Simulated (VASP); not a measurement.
Wanted: the native input for a VASP 6.6.1 run.

```yaml
Task: single point
Functional: r2SCANh
Potentials_or_basis: VASP PAW PBE potentials, release 64 (Hf_pv)
Cutoff: 520 eV
k_mesh: 5 × 5 × 5
Occupations: fermi-dirac, width 0.05 eV
Spin: no spin polarisation
Dipole_correction: no
Grid_for_exact_exchange_PRECFOCK: Normal
Further_INCAR_settings: ALGO = Normal; EDIFF = 1e-07; NBANDS = 11
```

The system is Hf.

```
Hf
1.0
    -1.80500    1.80500    1.80500
     1.80500   -1.80500    1.80500
     1.80500    1.80500   -1.80500
Hf
1
Direct
  0.00000 0.00000 0.00000
```

One way to write it, as run:

POSCAR

```
Hf
1.0
   -1.8050000000      1.8050000000      1.8050000000
    1.8050000000     -1.8050000000      1.8050000000
    1.8050000000      1.8050000000     -1.8050000000
Hf
1
Direct
    0.0000000000      0.0000000000      0.0000000000
```

INCAR.step1

```
PREC = Accurate
ENCUT = 520
EDIFF = 1E-5
ISMEAR = -1
SIGMA = 0.05
LREAL = F
LASPH = T
NELM = 60
ALGO = Normal
ISIF = 2
LWAVE = T
LCHARG = F
GGA = PE
NBANDS = 11
```

INCAR.step2

```
PREC = Accurate
ENCUT = 520
EDIFF = 1E-7
ISMEAR = -1
SIGMA = 0.05
LREAL = F
LASPH = T
NELM = 60
ALGO = Normal
ISIF = 2
LWAVE = F
LCHARG = F
METAGGA = R2SCAN
LHFCALC = T
AEXX = 0.1
LMIXTAU = T
PRECFOCK = Normal
ISTART = 1
NBANDS = 11
```

KPOINTS

```
Automatic mesh
0
Gamma
  5 5 5
```

Potentials or basis: VASP PAW PBE potentials, release 64 (Hf_pv).

The run is started by

```console
$ cat potpaw_PBE.64/Hf_pv/POTCAR > POTCAR
$ cp INCAR.step1 INCAR
$ mpirun -np 1 vasp_std > vasp.out
$ cp INCAR.step2 INCAR
$ mpirun -np 1 vasp_std > vasp.out
```

It gave:

```
Pressure               : -4.8 GPa
Band gap on the k mesh : zero (band 5 reaches 6.19 eV, above the bottom of band 6 at 3.17 eV)
```

Caveat: the k points lie up to 0.49 Å⁻¹ apart; the PAW data sets were made with another functional, which shifts forces and pressure a little; spin-orbit coupling is left out, which moves the levels of the heavy elements.

Run time: 6.3 min on 1 thread of AMD EPYC 9R45 (Zen 5), with other jobs on the host, peak memory 0.12 GiB.
